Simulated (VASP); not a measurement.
# Zr4AgSe3 in VASP: a series of runs

The runs below take Zr4AgSe3 through single point, with PBE.

All numbers are computed with VASP 6.6.1; they aren't measurements. Logs are shortened: lines on timing, memory, paths and dates and some standing lists are left out, and cuts for length are marked.

### Step 1. The cell of the first run

The typed cell holds 8 atoms: a = 3.485 Å, b = 3.485 Å, c = 15.655 Å, α = 90.17°, β = 90.24°, γ = 120.01°.

### Step 2. Single point, PBE

The input, INCAR:

```
SYSTEM = Zr4AgSe3
PREC = Accurate ; ENCUT = 500
EDIFF = 1E-6 ; ISMEAR = 0
SIGMA = 0.2 ; LREAL = .FALSE.
LASPH = .TRUE. ; NELM = 120
ALGO = Normal ; ISIF = 2
LWAVE = .FALSE. ; LCHARG = .FALSE.
GGA = PE ; NBANDS = 48
GGA_COMPAT = .FALSE.
```

The input, KPOINTS:

```
regular mesh
0
G
  6 6 2
  0 0 0
```

The input, POSCAR:

```
Zr4AgSe3
1.0
    3.4851936047     -0.0003444441     -0.0073583232
   -1.7427466347      3.0182431505     -0.0051847293
   -0.0336231451     -0.0476818043     15.6549284073
Zr Ag Se
4 1 3
Direct
    0.3201944651      0.6551188937      0.1417880644
    0.3374627439      0.6704812782      0.6200301299
    0.3289841517      0.6629112429      0.3799686255
    0.3461319819      0.6782981338      0.8582133676
    0.0009268414     -0.0002442421     -0.0000065459
   -0.0001111626      0.0000057344      0.5000036426
    0.6584179867      0.3261246594      0.2594940478
    0.6746596586      0.3406376331      0.7405086681
```

Potentials or basis: VASP PAW PBE potentials, release 64 (Zr_sv, Ag, Se).

Started as:

```bash
$ cat potpaw_PBE.64/Zr_sv/POTCAR potpaw_PBE.64/Ag/POTCAR potpaw_PBE.64/Se/POTCAR > POTCAR
$ mpirun -np 1 vasp_std > vasp.out
```

OUTCAR:

```text
SYSTEM = Zr4AgSe3
   PREC = Accurate
   ENCUT = 500
   EDIFF = 1E-6
   ISMEAR = 0
   LREAL = .FALSE.
   LASPH = .TRUE.
   NELM = 120
   ISIF = 2
   GGA = PE

 ion  position               nearest neighbor table
   1  0.320  0.655  0.142-   7 2.73   7 2.73   7 2.73   5 2.96   5 2.99   5 3.03   3 3.73
   2  0.337  0.670  0.620-   6 2.75   6 2.75   6 2.75   8 2.76   8 2.76   8 2.76   4 3.73   3 3.76

   3  0.329  0.663  0.380-   6 2.75   6 2.75   6 2.75   7 2.76   7 2.76   7 2.76   1 3.73   2 3.76

   4  0.346  0.678  0.858-   8 2.73   8 2.73   8 2.73   5 2.96   5 3.00   5 3.03   2 3.73
   5  0.001  1.000  1.000-   4 2.96   1 2.96   1 2.99   4 3.00   4 3.03   1 3.03
   6  1.000  0.000  0.500-   2 2.75   3 2.75   2 2.75   3 2.75   2 2.75   3 2.75
   7  0.658  0.326  0.259-   1 2.73   1 2.73   1 2.73   3 2.76   3 2.76   3 2.76
   8  0.675  0.341  0.741-   4 2.73   4 2.73   4 2.73   2 2.76   2 2.76   2 2.76

  LATTYP: Found a triclinic cell.
 ALAT       =     3.4848230046
 B/A-ratio  =     1.0001085808
 C/A-ratio  =     4.4923478490
 COS(alpha) =     0.0042587370
 COS(beta)  =     0.0073108926
 COS(gamma) =     0.4999310718

  Lattice vectors:

 A1 = (   1.7424469700,   3.0178987064,  -0.0125430525)
 A2 = (   3.4851936047,  -0.0003444441,  -0.0073583232)
 A3 = (   0.0336231451,   0.0476818043, -15.6549284073)

Analysis of symmetry for initial positions (statically):
=====================================================================
 Subroutine PRICEL returns:
 Original cell was already a primitive cell.

 Routine SETGRP: Setting up the symmetry group for a
 triclinic supercell.

 Subroutine GETGRP returns: Found  1 space group operations
 (whereof  1 operations were pure point group operations)
 out of a pool of  2 trial point group operations.

The static configuration has the point symmetry C_1 .

Analysis of symmetry for dynamics (positions and initial velocities):
=====================================================================
 Subroutine PRICEL returns:
 Original cell was already a primitive cell.

 Routine SETGRP: Setting up the symmetry group for a
 triclinic supercell.

 Subroutine GETGRP returns: Found  1 space group operations
 (whereof  1 operations were pure point group operations)
 out of a pool of  2 trial point group operations.

The dynamic configuration has the point symmetry C_1 .

 Subroutine INISYM returns: Found  1 space group operations
 (whereof  1 operations are pure point group operations),
 and found     1 'primitive' translations

----------------------------------------------------------------------------------------

                                     Primitive cell

  volume of cell :     164.6651

  direct lattice vectors                    reciprocal lattice vectors
     3.485193605 -0.000344444 -0.007358323     0.286946848  0.165686275  0.001120943
    -1.742746635  3.018243151 -0.005184729     0.000034877  0.331340441  0.001009272
    -0.033623145 -0.047681804 15.654928407     0.000134886  0.000187614  0.063878509

  length of vectors
     3.485201390  3.485252420 15.655037129     0.331348293  0.331341980  0.063878927

  position of ions in fractional coordinates (direct lattice)
     0.320194465  0.655118894  0.141788064
     0.337462744  0.670481278  0.620030130
     0.328984152  0.662911243  0.379968625
     0.346131982  0.678298134  0.858213368
     0.000926841  0.999755758  0.999993454
     0.999888837  0.000005734  0.500003643
     0.658417987  0.326124659  0.259494048
     0.674659659  0.340637633  0.740508668

  ion indices of the primitive-cell ions
   primitive index   ion index
                 1           1
                 2           2
                 3           3
                 4           4
                 5           5
                 6           6
                 7           7
                 8           8

----------------------------------------------------------------------------------------

 KPOINTS: regular mesh

Automatic generation of k-mesh.
 Grid dimensions read from file:
 generate k-points for:    6    6    2

 Generating k-lattice:

  Cartesian coordinates                     Fractional coordinates (reciprocal lattice)
     0.047824475  0.027614379  0.000186824     0.166666667  0.000000000  0.000000000
     0.000005813  0.055223407  0.000168212    -0.000000000  0.166666667  0.000000000
     0.000067443  0.000093807  0.031939254    -0.000000000  0.000000000  0.500000000

  Length of vectors
     0.055224716  0.055223663  0.031939463

  Shift w.r.t. Gamma in fractional coordinates (k-lattice)
     0.000000000  0.000000000  0.000000000

 Subroutine IBZKPT returns following result:
 ===========================================

 Found     40 irreducible k-points:

 Following reciprocal coordinates:
            Coordinates               Weight
  0.000000  0.000000  0.000000      1.000000
  0.166667  0.000000  0.000000      2.000000
  0.333333  0.000000  0.000000      2.000000
  0.500000  0.000000  0.000000      1.000000
 -0.000000  0.166667  0.000000      2.000000
  0.166667  0.166667  0.000000      2.000000
[... 16 lines left out ...]
  0.333333  0.000000  0.500000      2.000000
  0.500000  0.000000  0.500000      1.000000
 [... further k-points ...]
   k-points           NKPTS =     40   k-points in BZ     NKDIM =     40   number of bands    NBANDS=     48
   number of dos      NEDOS =    301   number of ions     NIONS =      8
   total plane-waves  NPLWV =  94080
   dimension x,y,z NGX =    28 NGY =   28 NGZ =  120
   dimension x,y,z NGXF=    56 NGYF=   56 NGZF=  240
   ions per type =               4   1   3
   NGX,Y,Z   is equivalent  to a cutoff of  13.36, 13.36, 12.74 a.u.
   NGXF,Y,Z  is equivalent  to a cutoff of  26.71, 26.71, 25.49 a.u.
 SYSTEM =  Zr4AgSe3
   PREC   = accura    normal or accurate (medium, high low for compatibility)
   ISTART =      0    job   : 0-new  1-cont  2-samecut
   ICHARG =      2    charge: 1-file 2-atom 10-const
   ISPIN  =      1    spin polarized calculation?
   LNONCOLLINEAR =      F non collinear calculations
   LSORBIT =      F    spin-orbit coupling
   LASPH  =      T    aspherical Exc in radial PAW
   ENCUT  =  500.0 eV  36.75 Ry    6.06 a.u.   6.35  6.35 28.54*2*pi/ulx,y,z
   NELM   =    120;   NELMIN=  2; NELMDL= -5     # of ELM steps
   EDIFF  = 0.1E-05   stopping-criterion for ELM
   LREAL  =      F    real-space projection
   EDIFFG = 0.1E-04   stopping-criterion for IOM
   NSW    =      0    number of steps for IOM
   IBRION =     -1    ionic relax: 0-MD 1-quasi-New 2-CG
   NFREE  =      0    steps in history (QN), initial steepest desc. (CG)
   ISIF   =      2    stress and relaxation
   ISYM   =      2    0-nonsym 1-usesym 2-fastsym
   POTIM  = 0.5000    time-step for ionic-motion
   TEBEG  =    0.0;   TEEND  =   0.0 temperature during run
   PSTRESS=    0.0 pullay stress
   NELECT =      77.0000    total number of electrons
   NUPDOWN=      -1.0000    fix difference up-down
   EMIN   =  10.00;   EMAX   =-10.00  energy-range for DOS
   EFERMI =   0.00;   METHOD = LEGACY
   ISMEAR =     0;   SIGMA  =   0.20  broadening in eV -4-tet -1-fermi 0-gaus
   EFERMI_NEDOS =   21; number of points for ismear=-14 and -15
   IALGO  =     38    algorithm
   IMIX   =      4    mixing-type and parameters
     AMIX     =   0.40;   BMIX     =  1.00
     AMIX_MAG =   1.60;   BMIX_MAG =  1.00
  volume/ion in A,a.u.               =      20.58       138.90
  Fermi-wavevector in a.u.,A,eV,Ry     =   1.270685  2.401246 21.968514  1.614640
  Thomas-Fermi vector in A             =   2.403659
   LORBIT       =      0    0 simple, 1 ext, 2 COOP (PROOUT), +10 PAW based schemes
   GGA     = PE    functional components
   LHFCALC =     F    Hartree Fock is set to
   AEXX    =    0.0000 exact exchange contribution
   IVDW    =     0    specifies the selected vdW correction
   LEPSILON=     F    determine dielectric tensor
   LRPA    =     F    only Hartree local field effects (RPA)
 non-spin polarized calculation
 Gauss-broadening in eV      SIGMA  =   0.20
  energy-cutoff  :      500.00
  volume of cell :      164.67
 maximum number of plane-waves:      4211
 NGX is ok and might be reduce to    28
   NGX = 13   NGY = 13   NGZ = 57

 number of electron      77.0000002 magnetization

 Free energy of the ion-electron system (eV)
  ---------------------------------------------------
  ext. energy  EPLUGINS =         0.00000000
  ---------------------------------------------------
  free energy    TOTEN  =       -54.58729434 eV

  energy without entropy =      -54.45823775  energy(sigma->0) =      -54.52276605

 E-fermi :   8.6455     XC(G=0): -11.1109

 val. band max:        8.6400882809   @ k =   0.1667   0.0000   0.5000
 cond. band min:       8.6937699078   @ k =   0.5000   0.1667   0.5000
 fundamental gap:      0.0536816269
 Fermi energy:         8.6454532245

 k-point     1 :       0.0000    0.0000    0.0000
  band No.  band energies     occupation
      1     -40.7448      2.00000
      2     -40.7442      2.00000
      3     -40.7348      2.00000
      4     -40.7308      2.00000
      5     -19.0368      2.00000
      6     -18.9761      2.00000
[... 40 lines left out ...]
     47       9.9067      0.00000
     48      10.7427      0.00000

 k-point     2 :       0.1667    0.0000    0.0000
  band No.  band energies     occupation
      1     -40.7365      2.00000
      2     -40.7359      2.00000
      3     -40.7260      2.00000
      4     -40.7221      2.00000
      5     -19.0097      2.00000
      6     -18.9555      2.00000
[... 40 lines left out ...]
     47      10.1960      0.00000
     48      10.6539      0.00000

 k-point     3 :       0.3333    0.0000    0.0000
  band No.  band energies     occupation
      1     -40.7196      2.00000
      2     -40.7193      2.00000
      3     -40.7083      2.00000
      4     -40.7046      2.00000
      5     -18.9567      2.00000
      6     -18.9167      2.00000
[... 1060 lines left out ...]
     47      11.0094      0.00000
     48      11.1890      0.00000

 k-point    24 :       0.5000    0.0000    0.5000
  band No.  band energies     occupation
      1     -40.7111      2.00000
      2     -40.7110      2.00000
      3     -40.6994      2.00000
      4     -40.6958      2.00000
      5     -18.9945      2.00000
      6     -18.9715      2.00000
[... 40 lines left out ...]
     47      11.8986      0.00000
     48      11.9974      0.00000

 [... further k-points ...]
[... 5 lines left out ...]
  --------------------------------------------------------------------------------------
  -------------------------------------------------------------------------------------
  Total        0.1100497      0.1135140      0.1193910     -0.0015705      0.0002681     -0.0020110
  in kB        1.0707744      1.1044813      1.1616643     -0.0152809      0.0026088     -0.0195666
  external PRESSURE =       1.1123067 kB  Pullay stress =       0.0000000 kB

 VOLUME and BASIS-vectors are now :
 -----------------------------------------------------------------------------
  energy-cutoff  :      500.00
  volume of cell :      164.67
      direct lattice vectors                 reciprocal lattice vectors
     3.485193605 -0.000344444 -0.007358323     0.286946848  0.165686275  0.001120943
    -1.742746635  3.018243151 -0.005184729     0.000034877  0.331340441  0.001009272
    -0.033623145 -0.047681804 15.654928407     0.000134886  0.000187614  0.063878509

 POSITION                                       TOTAL-FORCE (eV/Angst)
 -----------------------------------------------------------------------------------
     -0.03053      1.97044      2.21393         0.000325      0.002122     -0.013768
     -0.01320      1.99400      9.70057        -0.000084     -0.000165     -0.000803
     -0.02149      1.98260      5.94252         0.000147     -0.000137      0.001433
     -0.00462      2.00623     13.42921        -0.001481     -0.000369      0.013869
     -1.77271      2.96982     15.64964         0.001086     -0.001485      0.000076
      3.46798     -0.02417      7.82016         0.000382      0.000222     -0.000428
      1.71764      0.97172      4.05583        -0.000992     -0.001196     -0.011215
      1.73278      0.99259     11.58588         0.000617      0.001007      0.010836
 -----------------------------------------------------------------------------------
    total drift:                                0.000116     -0.000062      0.000446

  FREE ENERGIE OF THE ION-ELECTRON SYSTEM (eV)
  ---------------------------------------------------
  free  energy   TOTEN  =       -54.5872943420 eV

  energy  without entropy=      -54.4582377503  energy(sigma->0) =      -54.52276605
```

Wall time 15 min (1 thread of Intel Xeon 8259CL, shared host); peak memory 0.46 GiB.

Results:

```yaml
Free_energy: -54.5873 eV
Pressure: 0.1 GPa
Largest_force: 0.014 eV/Å
Band_gap_on_the_k_mesh: zero (an odd number of electrons rules out a gap without spin polarisation)
```

Forces on the atoms (eV/Å):
```
Zr   0.000  0.002 -0.014
Zr   0.000  0.000 -0.001
Zr   0.000  0.000  0.001
Zr  -0.001  0.000  0.014
Ag   0.001 -0.001  0.000
Se   0.000  0.000  0.000
Se  -0.001 -0.001 -0.011
Se   0.001  0.001  0.011
```

Levels at points of the mesh, in eV from the Fermi level:
```tsv
k point	band 36	band 37	band 38	band 39	band 40	band 41	band 42	band 43
(0.00, 0.00, 0.00)	-1.61	0.12	0.23	0.28	0.28	0.65	0.65	0.94
(0.50, 0.00, 0.00)	-1.55	-1.29	-1.26	-0.32	0.13	1.38	1.71	2.21
(0.00, 0.50, 0.00)	-1.55	-1.29	-1.26	-0.31	0.12	1.38	1.71	2.21
(0.50, 0.50, 0.00)	-1.55	-1.28	-1.27	-0.31	0.11	1.38	1.72	2.21
(0.00, 0.00, 0.50)	-1.04	-0.49	0.17	0.17	0.64	0.65	0.84	0.97
(0.50, 0.00, 0.50)	-1.50	-1.29	-1.18	-0.34	0.13	1.14	2.12	2.25
(0.00, 0.50, 0.50)	-1.50	-1.29	-1.18	-0.34	0.13	1.14	2.12	2.25
(0.50, 0.50, 0.50)	-1.50	-1.29	-1.18	-0.33	0.11	1.15	2.12	2.25
```

### Step 3. Single point, PBE (21.80 Å³/atom)

This run uses another cell than the first one, of 21.80 Å³/atom.

The input, INCAR:

```
  PREC = Accurate
  ENCUT = 500
  EDIFF = 1E-6
  ISMEAR = 0
  SIGMA = 0.1
  LREAL = False
  LASPH = True
  NELM = 120
  ALGO = Normal
  ISIF = 2
  LWAVE = False
  LCHARG = True
  GGA = PE
  LELF = True
  LVHAR = True
  NBANDS = 48
  GGA_COMPAT = False
```

The input, KPOINTS:

```
Automatic mesh
0
Gamma
  12 12 2
```

The input, POSCAR:

```
Zr4AgSe3
1.0
    3.5622864851      0.0000000000      0.0000000000
   -1.7811432426      3.0850305917      0.0000000000
    0.0000000000      0.0000000000     15.8714823162
Zr Ag Se
4 1 3
Direct
    0.3333333333      0.6666666667      0.1431077464
    0.3333333333      0.6666666667      0.6198558779
    0.3333333333      0.6666666667      0.3801441221
    0.3333333333      0.6666666667      0.8568922536
    0.0000000000      0.0000000000      0.0000000000
    0.0000000000      0.0000000000      0.5000000000
    0.6666666667      0.3333333333      0.2602814858
    0.6666666667      0.3333333333      0.7397185142
```

Potentials or basis: VASP PAW PBE potentials, release 64 (Zr_sv, Ag, Se).

Started as:

```bash
$ cat potpaw_PBE.64/Zr_sv/POTCAR potpaw_PBE.64/Ag/POTCAR potpaw_PBE.64/Se/POTCAR > POTCAR
$ mpirun -np 1 vasp_std > vasp.out
```

It took 13 min on 1 thread of Intel Xeon 8259CL, shared host; peak memory 0.47 GiB.

The run converged. Its results:

```yaml
Free_energy: -54.3263 eV
Pressure: -5.3 GPa
Largest_force: 0.005 eV/Å
Band_gap_on_the_k_mesh: zero (an odd number of electrons rules out a gap without spin polarisation)
```

Forces in eV/Å, atoms in the order of the input:
```
Zr   0.000  0.000 -0.005
Zr   0.000  0.000  0.000
Zr   0.000  0.000  0.000
Zr   0.000  0.000  0.005
Ag   0.000  0.000  0.000
Se   0.000  0.000  0.000
Se   0.000  0.000  0.004
Se   0.000  0.000 -0.004
```

Levels at points of the mesh, in eV from the Fermi level:
| k point | band 35 | band 36 | band 37 | band 38 | band 39 | band 40 | band 41 | band 42 | band 43 | band 44 |
| --- | --- | --- | --- | --- | --- | --- | --- | --- | --- | --- |
| (0.00, 0.00, 0.00) | -1.97 | -1.58 | 0.12 | 0.13 | 0.18 | 0.18 | 0.51 | 0.51 | 0.82 | 0.82 |
| (0.50, 0.00, 0.00) | -1.57 | -1.49 | -1.29 | -1.20 | -0.27 | 0.06 | 1.23 | 1.57 | 1.99 | 2.11 |
| (0.00, 0.00, 0.50) | -1.93 | -1.01 | -0.51 | 0.09 | 0.09 | 0.50 | 0.50 | 0.75 | 0.85 | 0.85 |
| (0.50, 0.00, 0.50) | -1.64 | -1.44 | -1.30 | -1.12 | -0.29 | 0.06 | 1.03 | 1.94 | 2.03 | 2.11 |

Caveat: the cell stands under tension.

(Continued in part 2 of 2.)
